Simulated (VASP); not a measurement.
Input of a VASP 6.6.1 run:

INCAR

```
SYSTEM = H5C3NO2
PREC     = Accurate       ! precision mode
ENCUT    = 520            ! plane-wave cutoff, eV
EDIFF    = 1E-6           ! SCF threshold, eV
ISMEAR   = -1             ! smearing method
SIGMA    = 0.05           ! smearing width, eV
LREAL    = Auto         
LASPH    = .TRUE.         ! aspherical terms in the spheres
NELM     = 100            ! most SCF steps
ALGO     = Normal         ! electronic algorithm
ISIF     = 2              ! what is computed and relaxed
LWAVE    = .FALSE.        ! write WAVECAR
LCHARG   = .FALSE.        ! write CHGCAR
GGA      = PE             ! functional
IVDW     = 12             ! dispersion correction
NBANDS   = 73             ! bands
```

File KPOINTS:

```
regular mesh
0
G
  1 1 1
  0 0 0
```

File POSCAR:

```
H5C3NO2
1.0
    7.6630940000      0.0000000000      0.0000000000
    0.0000000000      7.6630940000      0.0000000000
    0.0000000000      0.0000000000      7.6630940000
C N H O
9 3 15 6
Direct
    0.2158788604      0.6534958334      0.6020544704
    0.1631455911      0.5129390296      0.4738034011
    0.6822962109      0.0568047319      0.9152047463
    0.5422352903      0.1877962087      0.9060961539
    0.8178419839      0.4764133130      0.1073848239
    0.6946410941      0.5920585080      0.2085711072
    0.2704129690      0.7582968446      0.0220668049
    0.5854815300      0.1749293432      0.3907038071
    0.1877962087      0.0880975752      0.6733964114
    0.0898201170      0.3989902773      0.4072506484
    0.4825466058      0.3266826689      0.9255791460
    0.6020544704      0.6578282871      0.3038198409
    0.2239565377      0.7961275172      0.5642107483
    0.0972192172      0.6388281287      0.6778071625
    0.3419506534      0.6364400593      0.6902172934
    0.6489023885     -0.0617896635      0.9896263833
    0.7100265245      0.0226018368      0.7771534579
    0.8025609499      0.1208519692      0.9698432513
    0.9135083036      0.5757074101      0.0437421230
    0.8933858830      0.3703334450      0.1973615357
    0.7398186685      0.3769756707      0.0204095108
    0.1718496472      0.9829189098      0.0199658258
    0.2543620110      0.6266137411      0.0626509345
    0.4534330389     -0.0216361694      0.4257027253
    0.5705919828      0.3014709202      0.3395234353
    0.0890501930      0.1994886139      0.4591617955
    0.3341078682      0.0369824512      0.6592506891
    0.1364592422      0.8743465759      0.0812987548
    0.4058804446      0.8042704422     -0.0395401648
    0.4258854191      0.0874842459      0.3715470540
    0.7131323197      0.1224179163      0.4667696886
    0.1036656995      0.0951312877      0.5193202641
    0.1253540672      0.1376598016      0.8170851095
```

Potentials or basis: VASP PAW PBE potentials, release 64 (C, N, H, O).

Command:

```sh
$ cat potpaw_PBE.64/C/POTCAR potpaw_PBE.64/N/POTCAR potpaw_PBE.64/H/POTCAR potpaw_PBE.64/O/POTCAR > POTCAR
$ mpirun -np 1 vasp_gam > vasp.out
```

Estimate the band gap on the k mesh.

4.37 eV.

Predict the largest force.

5.667 eV/Å.

Stress tensor (GPa, compression positive):
```
-2.37  0.41 -1.42
 0.41  0.01 -1.62
-1.42 -1.62 -1.10
```

Caveat: the k points lie up to 0.82 Å⁻¹ apart; the atoms stand as in a frame of molecular dynamics.
